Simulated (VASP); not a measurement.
# Ag in VASP: single point with PBE

Aim: the single point of Ag with PBE.

Program: VASP 6.6.1. These are calculated values, not measurements. Logs are shortened: lines on timing, memory, paths and dates and some standing lists are left out, and cuts for length are marked.

**1. The cell of the first run**

The cell holds a slab with vacuum, 5 atoms: a = 2.933 Å, b = 4.148 Å, c = 21.867 Å, α = 90.00°, β = 90.00°, γ = 90.00°.

**2. Single point, PBE**

The input, INCAR:

```
ALGO = Normal ; EDIFF = 1E-6
ENCUT = 520 ; GGA = PE
ISIF = 2 ; ISMEAR = -1
LASPH = True ; LCHARG = True
LELF = True ; LREAL = False
LVHAR = True ; LWAVE = False
NBANDS = 36 ; NELM = 60
PREC = Accurate ; SIGMA = 0.08
```

The input, KPOINTS:

```
k-points
0
Gamma
  14 10 1
```

The input, POSCAR:

```
Ag
1.0
    2.9333909044      0.0000000000      0.0000000000
    0.0000000000      4.1484412008      0.0000000000
    0.0000000000      0.0000000000     21.8668000000
Ag
5
Direct
    0.0000000000      0.0000000000      0.3693695523
    0.5000000000      0.5000000000      0.4309424661
    0.0000000000      0.0000000000      0.5000000001
    0.5000000000      0.5000000000      0.5690575337
    0.0000000000      0.0000000000      0.6306304477
```

Potentials or basis: VASP PAW PBE potentials, release 64 (Ag).

Run with:

```
$ cat potpaw_PBE.64/Ag/POTCAR > POTCAR
$ mpirun -np 1 vasp_std > vasp.out
```

OUTCAR:

```text
EDIFF = 1E-6
   ENCUT = 520
   GGA = PE
   ISIF = 2
   ISMEAR = -1
   LASPH = True
   LREAL = False
   NELM = 60
   PREC = Accurate

 ion  position               nearest neighbor table
   1  0.000  0.000  0.369-   3 2.86   2 2.88   2 2.88   2 2.88   2 2.88
   2  0.500  0.500  0.431-   1 2.88   1 2.88   1 2.88   1 2.88   3 2.96   3 2.96   3 2.96   3 2.96
                             4 3.02
   3  0.000  0.000  0.500-   5 2.86   1 2.86   4 2.96   4 2.96   4 2.96   4 2.96   2 2.96   2 2.96
                             2 2.96   2 2.96
   4  0.500  0.500  0.569-   5 2.88   5 2.88   5 2.88   5 2.88   3 2.96   3 2.96   3 2.96   3 2.96
                             2 3.02
   5  0.000  0.000  0.631-   3 2.86   4 2.88   4 2.88   4 2.88   4 2.88

  LATTYP: Found a simple orthorhombic cell.
 ALAT       =     2.9333909044
 B/A-ratio  =     1.4142135624
 C/A-ratio  =     7.4544446044

  Lattice vectors:

 A1 = (   2.9333909044,   0.0000000000,   0.0000000000)
 A2 = (   0.0000000000,   4.1484412008,   0.0000000000)
 A3 = (   0.0000000000,   0.0000000000,  21.8668000000)

Analysis of symmetry for initial positions (statically):
=====================================================================
 Subroutine PRICEL returns:
 Original cell was already a primitive cell.

 Routine SETGRP: Setting up the symmetry group for a
 simple orthorhombic supercell.

 Subroutine GETGRP returns: Found  8 space group operations
 (whereof  8 operations were pure point group operations)
 out of a pool of  8 trial point group operations.

The static configuration has the point symmetry D_2h.

Analysis of symmetry for dynamics (positions and initial velocities):
=====================================================================
 Subroutine PRICEL returns:
 Original cell was already a primitive cell.

 Routine SETGRP: Setting up the symmetry group for a
 simple orthorhombic supercell.

 Subroutine GETGRP returns: Found  8 space group operations
 (whereof  8 operations were pure point group operations)
 out of a pool of  8 trial point group operations.

The dynamic configuration has the point symmetry D_2h.

 Subroutine INISYM returns: Found  8 space group operations
 (whereof  8 operations are pure point group operations),
 and found     1 'primitive' translations

----------------------------------------------------------------------------------------

                                     Primitive cell

  volume of cell :     266.0971

  direct lattice vectors                    reciprocal lattice vectors
     2.933390904  0.000000000  0.000000000     0.340902400  0.000000000  0.000000000
     0.000000000  4.148441201  0.000000000     0.000000000  0.241054399  0.000000000
     0.000000000  0.000000000 21.866800000     0.000000000  0.000000000  0.045731428

  length of vectors
     2.933390904  4.148441201 21.866800000     0.340902400  0.241054399  0.045731428

  position of ions in fractional coordinates (direct lattice)
     0.000000000  0.000000000  0.369369552
     0.500000000  0.500000000  0.430942466
     0.000000000  0.000000000  0.500000000
     0.500000000  0.500000000  0.569057534
     0.000000000  0.000000000  0.630630448

  ion indices of the primitive-cell ions
   primitive index   ion index
                 1           1
                 2           2
                 3           3
                 4           4
                 5           5

----------------------------------------------------------------------------------------

 KPOINTS: k-points

Automatic generation of k-mesh.
 Grid dimensions read from file:
 generate k-points for:   14   10    1

 Generating k-lattice:

  Cartesian coordinates                     Fractional coordinates (reciprocal lattice)
     0.024350171  0.000000000  0.000000000     0.071428571  0.000000000  0.000000000
     0.000000000  0.024105440  0.000000000     0.000000000  0.100000000  0.000000000
     0.000000000  0.000000000  0.045731428     0.000000000  0.000000000  1.000000000

  Length of vectors
     0.024350171  0.024105440  0.045731428

  Shift w.r.t. Gamma in fractional coordinates (k-lattice)
     0.000000000  0.000000000  0.000000000

 Subroutine IBZKPT returns following result:
 ===========================================

 Found     48 irreducible k-points:

 Following reciprocal coordinates:
            Coordinates               Weight
  0.000000  0.000000  0.000000      1.000000
  0.071429  0.000000  0.000000      2.000000
  0.142857  0.000000  0.000000      2.000000
  0.214286  0.000000  0.000000      2.000000
  0.285714  0.000000  0.000000      2.000000
  0.357143  0.000000  0.000000      2.000000
[... 16 lines left out ...]
  0.428571  0.200000  0.000000      4.000000
  0.500000  0.200000  0.000000      2.000000
 [... further k-points ...]
   k-points           NKPTS =     48   k-points in BZ     NKDIM =     48   number of bands    NBANDS=     36
   number of dos      NEDOS =    301   number of ions     NIONS =      5
   total plane-waves  NPLWV = 129024
   dimension x,y,z NGX =    24 NGY =   32 NGZ =  168
   dimension x,y,z NGXF=    48 NGYF=   64 NGZF=  336
   ions per type =               5
   NGX,Y,Z   is equivalent  to a cutoff of  13.60, 12.82, 12.77 a.u.
   NGXF,Y,Z  is equivalent  to a cutoff of  27.20, 25.65, 25.54 a.u.
 SYSTEM =  unknown system
   PREC   = accura    normal or accurate (medium, high low for compatibility)
   ISTART =      0    job   : 0-new  1-cont  2-samecut
   ICHARG =      2    charge: 1-file 2-atom 10-const
   ISPIN  =      1    spin polarized calculation?
   LNONCOLLINEAR =      F non collinear calculations
   LSORBIT =      F    spin-orbit coupling
   LASPH  =      T    aspherical Exc in radial PAW
   ENCUT  =  520.0 eV  38.22 Ry    6.18 a.u.   5.45  7.71 40.66*2*pi/ulx,y,z
   NELM   =     60;   NELMIN=  2; NELMDL= -5     # of ELM steps
   EDIFF  = 0.1E-05   stopping-criterion for ELM
   LREAL  =      F    real-space projection
   EDIFFG = 0.1E-04   stopping-criterion for IOM
   NSW    =      0    number of steps for IOM
   IBRION =     -1    ionic relax: 0-MD 1-quasi-New 2-CG
   NFREE  =      0    steps in history (QN), initial steepest desc. (CG)
   ISIF   =      2    stress and relaxation
   ISYM   =      2    0-nonsym 1-usesym 2-fastsym
   POTIM  = 0.5000    time-step for ionic-motion
   TEBEG  =    0.0;   TEEND  =   0.0 temperature during run
   PSTRESS=    0.0 pullay stress
   NELECT =      55.0000    total number of electrons
   NUPDOWN=      -1.0000    fix difference up-down
   EMIN   =  10.00;   EMAX   =-10.00  energy-range for DOS
   EFERMI =   0.00;   METHOD = LEGACY
   ISMEAR =    -1;   SIGMA  =   0.08  broadening in eV -4-tet -1-fermi 0-gaus
   EFERMI_NEDOS =   21; number of points for ismear=-14 and -15
   IALGO  =     38    algorithm
   IMIX   =      4    mixing-type and parameters
     AMIX     =   0.40;   BMIX     =  1.00
     AMIX_MAG =   1.60;   BMIX_MAG =  1.00
  volume/ion in A,a.u.               =      53.22       359.14
  Fermi-wavevector in a.u.,A,eV,Ry     =   0.967941  1.829144 12.747439  0.936910
  Thomas-Fermi vector in A             =   2.097869
   LORBIT       =      0    0 simple, 1 ext, 2 COOP (PROOUT), +10 PAW based schemes
   GGA     = PE    functional components
   LHFCALC =     F    Hartree Fock is set to
   AEXX    =    0.0000 exact exchange contribution
   IVDW    =     0    specifies the selected vdW correction
   LEPSILON=     F    determine dielectric tensor
   LRPA    =     F    only Hartree local field effects (RPA)
 non-spin polarized calculation
  energy-cutoff  :      520.00
  volume of cell :      266.10
 maximum number of plane-waves:      7241
 NGX is ok and might be reduce to    24
   NGX = 11   NGY = 15   NGZ = 81

 number of electron      55.0000030 magnetization

 Free energy of the ion-electron system (eV)
  ---------------------------------------------------
  ext. energy  EPLUGINS =         0.00000000
  ---------------------------------------------------
  free energy    TOTEN  =       -12.28158623 eV

  energy without entropy =      -12.24734218  energy(sigma->0) =      -12.26446421

 E-fermi :  -0.1615     XC(G=0):  -4.8107

 val. band max:       -0.1776054843   @ k =   0.2857   0.1000   0.0000
 cond. band min:      -0.1519450967   @ k =   0.5000   0.2000   0.0000
 fundamental gap:      0.0256603875
 Fermi energy:        -0.1615345058

 k-point     1 :       0.0000    0.0000    0.0000
  band No.  band energies     occupation
      1      -7.0128      2.00000
      2      -6.0786      2.00000
      3      -5.8133      2.00000
      4      -5.7810      2.00000
      5      -5.6614      2.00000
      6      -5.1456      2.00000
[... 28 lines left out ...]
     35       5.6667      0.00000
     36       5.9717      0.00000

 k-point     2 :       0.0714    0.0000    0.0000
  band No.  band energies     occupation
      1      -6.9145      2.00000
      2      -6.0122      2.00000
      3      -5.7822      2.00000
      4      -5.7127      2.00000
      5      -5.6003      2.00000
      6      -5.0942      2.00000
[... 28 lines left out ...]
     35       5.7568      0.00000
     36       6.0670      0.00000

 k-point     3 :       0.1429    0.0000    0.0000
  band No.  band energies     occupation
      1      -6.6376      2.00000
      2      -5.8387      2.00000
      3      -5.6819      2.00000
      4      -5.6358      2.00000
      5      -5.3893      2.00000
      6      -5.2705      2.00000
[... 28 lines left out ...]
     35       6.0174      0.00000
     36       6.3458      0.00000
[... 742 lines left out ...]
 k-point    23 :       0.4286    0.2000    0.0000
  band No.  band energies     occupation
      1      -5.9183      2.00000
      2      -5.8397      2.00000
      3      -5.8176      2.00000
      4      -5.7557      2.00000
      5      -5.5723      2.00000
      6      -5.3468      2.00000
[... 28 lines left out ...]
     35       7.0157      0.00000
     36       7.4594      0.00000

 k-point    24 :       0.5000    0.2000    0.0000
  band No.  band energies     occupation
      1      -5.9405      2.00000
      2      -5.8909      2.00000
      3      -5.8326      2.00000
      4      -5.7857      2.00000
      5      -5.6169      2.00000
      6      -5.3640      2.00000
[... 28 lines left out ...]
     35       6.7785      0.00000
     36       7.1195      0.00000

 [... further k-points ...]

------------------------ aborting loop because EDIFF is reached ----------------------------------------

  FORCE on cell =-STRESS in cart. coord.  units (eV):
  Direction    XX          YY          ZZ          XY          YZ          ZX
  --------------------------------------------------------------------------------------
  -------------------------------------------------------------------------------------
  Total       -1.3125578     -1.2919449     -0.1363104      0.0000000      0.0000000      0.0000000
  in kB       -7.9029439     -7.7788332     -0.8207285      0.0000000      0.0000000      0.0000000
  external PRESSURE =      -5.5008352 kB  Pullay stress =       0.0000000 kB

 VOLUME and BASIS-vectors are now :
 -----------------------------------------------------------------------------
  energy-cutoff  :      520.00
  volume of cell :      266.10
      direct lattice vectors                 reciprocal lattice vectors
     2.933390904  0.000000000  0.000000000     0.340902400  0.000000000  0.000000000
     0.000000000  4.148441201  0.000000000     0.000000000  0.241054399  0.000000000
     0.000000000  0.000000000 21.866800000     0.000000000  0.000000000  0.045731428

 POSITION                                       TOTAL-FORCE (eV/Angst)
 -----------------------------------------------------------------------------------
      0.00000      0.00000      8.07693         0.000000     -0.000000      0.011717
      1.46670      2.07422      9.42333         0.000000      0.000000      0.009909
      0.00000      0.00000     10.93340         0.000000     -0.000000      0.000000
      1.46670      2.07422     12.44347         0.000000      0.000000     -0.009909
      0.00000      0.00000     13.78987         0.000000     -0.000000     -0.011717
 -----------------------------------------------------------------------------------
    total drift:                                0.000000      0.000000      0.000002

  FREE ENERGIE OF THE ION-ELECTRON SYSTEM (eV)
  ---------------------------------------------------
  free  energy   TOTEN  =       -12.2815862295 eV

  energy  without entropy=      -12.2473421820  energy(sigma->0) =      -12.26446421
```

Wall time 4.8 min (1 thread of Intel Xeon 6975P-C (Granite Rapids), shared host); peak memory 0.54 GiB.

Results:

| Item | Value |
| --- | --- |
| Free energy | -12.2816 eV |
| Largest force | 0.012 eV/Å |
| Band gap on the k mesh | zero (an odd number of electrons rules out a gap without spin polarisation) |

Forces on the atoms (eV/Å):
```
Ag   0.000  0.000  0.012
Ag   0.000  0.000  0.010
Ag   0.000  0.000  0.000
Ag   0.000  0.000 -0.010
Ag   0.000  0.000 -0.012
```

Caveat: there is no dipole correction, which matters where the two faces differ.

The gap in the log of VASP goes by the Fermi energy; the results here count the filled bands.